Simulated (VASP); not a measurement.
# CdS (Hawleyite) (F-43m) in VASP: further runs, part 2 of 2

VASP 6.6.1.

### Step 3. Single point, LDA

This run uses another cell than the first one, of 24.61 Å³/atom, 1.087 times its volume.

INCAR reads:

```
ALGO = Normal
EDIFF = 1E-6
ENCUT = 520
GGA = CA
ISIF = 2
ISMEAR = 0
LASPH = True
LCHARG = False
LREAL = False
LWAVE = False
NBANDS = 16
NELM = 80
PREC = Accurate
SIGMA = 0.01
```

KPOINTS reads:

```
k-points
0
Gamma
  8 8 8
```

POSCAR reads:

```
CdS
1.0
    2.9086064719      2.9086064719      0.0000000000
   -2.9086064719      2.9086064719      0.0000000000
    0.0000000000      2.9086064719      2.9086064719
Cd S
1 1
Direct
    0.0000000000      0.0000000000      0.0000000000
    0.7500000000      0.2500000000      0.5000000000
```

Potentials or basis: VASP PAW LDA potentials, release 64 (Cd, S).

Launch:

```bash
$ cat potpaw_LDA.64/Cd/POTCAR potpaw_LDA.64/S/POTCAR > POTCAR
$ mpirun -np 1 vasp_std > vasp.out
```

Wall time 30 s (1 thread of Intel Xeon 8259CL, shared host); peak memory 0.16 GiB.

It converged, with:

```yaml
Free_energy: -7.4021 eV
Pressure: -1.5 GPa
Band_gap_on_the_k_mesh: 0.91 eV, direct
```

Levels at points of the mesh, in eV from the valence-band top:
| k point | band 5 | band 6 | band 7 | band 8 | band 9 | band 10 | band 11 | band 12 | band 13 | band 14 |
| --- | --- | --- | --- | --- | --- | --- | --- | --- | --- | --- |
| (0.00, 0.00, 0.00) | -7.31 | -7.31 | 0.00 | 0.00 | 0.00 | 0.91 | 6.36 | 6.36 | 6.36 | 11.12 |
| (0.50, 0.00, 0.00) | -7.27 | -6.92 | -4.57 | -0.78 | -0.78 | 2.80 | 6.84 | 6.84 | 7.25 | 10.78 |
| (0.50, 0.50, 0.00) | -7.22 | -6.86 | -4.09 | -1.95 | -1.95 | 3.29 | 4.18 | 8.99 | 10.59 | 10.59 |

### Step 4. Single point, LDA

This run uses another cell than the first one, of 24.61 Å³/atom, 1.087 times its volume.

INCAR reads:

```
PREC = Accurate ; ENCUT = 520
EDIFF = 1E-6 ; ISMEAR = 0
SIGMA = 0.01 ; LREAL = False
LASPH = True ; NELM = 60
ALGO = Normal ; ISIF = 2
LWAVE = False ; LCHARG = False
NBANDS = 16
```

KPOINTS reads:

```
Automatic mesh
0
Gamma
  8 8 8
```

POSCAR is that of step 3.

Potentials or basis: VASP PAW LDA potentials, release 64 (Cd, S).

Launch:

```bash
$ cat potpaw_LDA.64/Cd/POTCAR potpaw_LDA.64/S/POTCAR > POTCAR
$ mpirun -np 1 vasp_std > vasp.out
```

OUTCAR:

```text
PREC = Accurate
   ENCUT = 520
   EDIFF = 1E-6
   ISMEAR = 0
   LREAL = False
   LASPH = True
   NELM = 60
   ISIF = 2

 ion  position               nearest neighbor table
   1  0.000  0.000  0.000-   2 2.52   2 2.52   2 2.52   2 2.52
   2  0.750  0.250  0.500-   1 2.52   1 2.52   1 2.52   1 2.52

  LATTYP: Found a face centered cubic cell.
 ALAT       =     5.8172129438

  Lattice vectors:

 A1 = (   0.0000000000,   2.9086064719,   2.9086064719)
 A2 = (   2.9086064719,   0.0000000000,   2.9086064719)
 A3 = (   2.9086064719,   2.9086064719,   0.0000000000)

Analysis of symmetry for initial positions (statically):
=====================================================================
 Subroutine PRICEL returns:
 Original cell was already a primitive cell.

 Routine SETGRP: Setting up the symmetry group for a
 face centered cubic supercell.

 Subroutine GETGRP returns: Found 24 space group operations
 (whereof 24 operations were pure point group operations)
 out of a pool of 48 trial point group operations.

The static configuration has the point symmetry T_d .

Analysis of symmetry for dynamics (positions and initial velocities):
=====================================================================
 Subroutine PRICEL returns:
[... 153 lines left out ...]
  free energy    TOTEN  =        -7.40212412 eV

  energy without entropy =       -7.40212412  energy(sigma->0) =       -7.40212412

 E-fermi :   1.2552     XC(G=0):  -9.6231

 val. band max:        1.1986003710   @ k =   0.0000   0.0000   0.0000
 cond. band min:       2.1083986472   @ k =   0.0000   0.0000   0.0000
 fundamental gap:      0.9097982761
 Fermi energy:         1.2552461101

 k-point     1 :       0.0000    0.0000    0.0000
  band No.  band energies     occupation
      1     -11.2082      2.00000
      2      -6.6103      2.00000
      3      -6.6103      2.00000
      4      -6.6103      2.00000
      5      -6.1144      2.00000
      6      -6.1144      2.00000
[... 433 lines left out ...]
      3      -6.4022      2.00000
      4      -6.1443      2.00000
      5      -6.0873      2.00000
      6      -5.6015      2.00000
[... 8 lines left out ...]
     15      13.3457      0.00000
     16      14.3047      0.00000

 [... further k-points ...]
[... 5 lines left out ...]
  --------------------------------------------------------------------------------------
  -------------------------------------------------------------------------------------
  Total       -0.4624100     -0.4624100     -0.4624100      0.0000000      0.0000000      0.0000000
  in kB      -15.0540335    -15.0540335    -15.0540335      0.0000000      0.0000000      0.0000000
  external PRESSURE =     -15.0540335 kB  Pullay stress =       0.0000000 kB

 VOLUME and BASIS-vectors are now :
 -----------------------------------------------------------------------------
  energy-cutoff  :      520.00
  volume of cell :       49.21
      direct lattice vectors                 reciprocal lattice vectors
     2.908606472  2.908606472  0.000000000     0.171903626  0.171903626 -0.171903626
    -2.908606472  2.908606472  0.000000000    -0.171903626  0.171903626 -0.171903626
     0.000000000  2.908606472  2.908606472     0.000000000  0.000000000  0.343807253

 POSITION                                       TOTAL-FORCE (eV/Angst)
 -----------------------------------------------------------------------------------
      0.00000      0.00000      0.00000         0.000000      0.000000      0.000000
      1.45430      4.36291      1.45430        -0.000000     -0.000000      0.000000
 -----------------------------------------------------------------------------------
    total drift:                               -0.000000     -0.000000     -0.000000

  FREE ENERGIE OF THE ION-ELECTRON SYSTEM (eV)
  ---------------------------------------------------
  free  energy   TOTEN  =        -7.4021241223 eV

  energy  without entropy=       -7.4021241223  energy(sigma->0) =       -7.40212412
```

It took 32 s on 1 thread of Intel Xeon 8259CL, shared host; peak memory 0.16 GiB.

What came out:

```yaml
Free_energy: -7.4021 eV
Pressure: -1.5 GPa
Band_gap_on_the_k_mesh: 0.91 eV, direct
```
